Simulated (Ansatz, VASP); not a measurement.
# C: VASP beside Ansatz

File POSCAR:

```
C
1.0
    0.0000000000      1.8183469191      1.8183469191
    1.8183469191      0.0000000000      1.8183469191
    1.8183469191      1.8183469191      0.0000000000
C
2
Direct
    0.7500000000      0.7500000000      0.7500000000
    0.5000000000      0.5000000000      0.5000000000
```

File INCAR.step1:

```
SYSTEM = C
PREC = Accurate ; ENCUT = 520
EDIFF = 1E-5 ; ISMEAR = -1
SIGMA = 0.05 ; LREAL = .False.
LASPH = .True. ; NELM = 80
ALGO = Normal ; ISIF = 2
LWAVE = .True. ; LCHARG = .False.
GGA = PE ; NBANDS = 11
```

INCAR.step2

```
SYSTEM = C
PREC = Accurate ; ENCUT = 520
EDIFF = 1E-6 ; ISMEAR = -1
SIGMA = 0.05 ; LREAL = .False.
LASPH = .True. ; NELM = 80
ALGO = Normal ; ISIF = 2
LWAVE = .False. ; LCHARG = .False.
GGA = B5 ; LHFCALC = .True.
AEXX = 0.5 ; ALDAX = 0.5
AGGAX = 0.5 ; AGGAC = 1.0
ALDAC = 0.0 ; PRECFOCK = Normal
ISTART = 1 ; NBANDS = 11
```

File KPOINTS:

```
Automatic mesh
0
Gamma
  7 7 7
  0 0 0
```

input.yaml

```yaml
crystal:
  lattice:
    - [0.0, 1.8183469191, 1.8183469191]
    - [1.8183469191, 0.0, 1.8183469191]
    - [1.8183469191, 1.8183469191, 0.0]
  atoms:
    - { symbol: C, position: [0.75, 0.75, 0.75] }
    - { symbol: C, position: [0.5, 0.5, 0.5] }
hamiltonian:
  xc: { name: BHLYP }
  pseudopotentials: { kind: paw }
kpoints:
  mp_grid: { grid: [7, 7, 7] }
scf:
  occupations: { method: fermi_dirac, width: 0.05 }
output:
  forces: true
  stress: true
  eigenvalues: true
  write_density: true
  write_potential: true
  elf: true
  volumetric_format: npy
```

Alike in both runs: task single point; functional BHLYP; k mesh 7 × 7 × 7; occupations fermi-dirac, width 0.05 eV; no spin polarisation.

|  | VASP | Ansatz |
| --- | --- | --- |
| version | VASP 6.6.1 | Ansatz 0.2.0 |
| potentials or method | VASP PAW PBE potentials, release 64 (C) | Ansatz PAW |
| plane-wave cutoff (eV) | 520 | 420 |
| valence electrons in the cell | 8 | 8 |

Ansatz gave:

```
gap on the k mesh at the Fermi level (eV) : 8.36
least direct gap on the mesh (eV)         : 9.91
```

**Question.** Which values does VASP return?

**Answer.** gap on the k mesh at the Fermi level (eV): 8.40; least direct gap on the mesh (eV): 9.96.

VASP's potentials were made for PBE, not for BHLYP.

The k mesh is coarse, so the values compare programs but aren't converged. Noted on Ansatz's run: odd divisions of the mesh miss points on the zone boundary, where band edges often lie, so the gap on the mesh can be too wide.
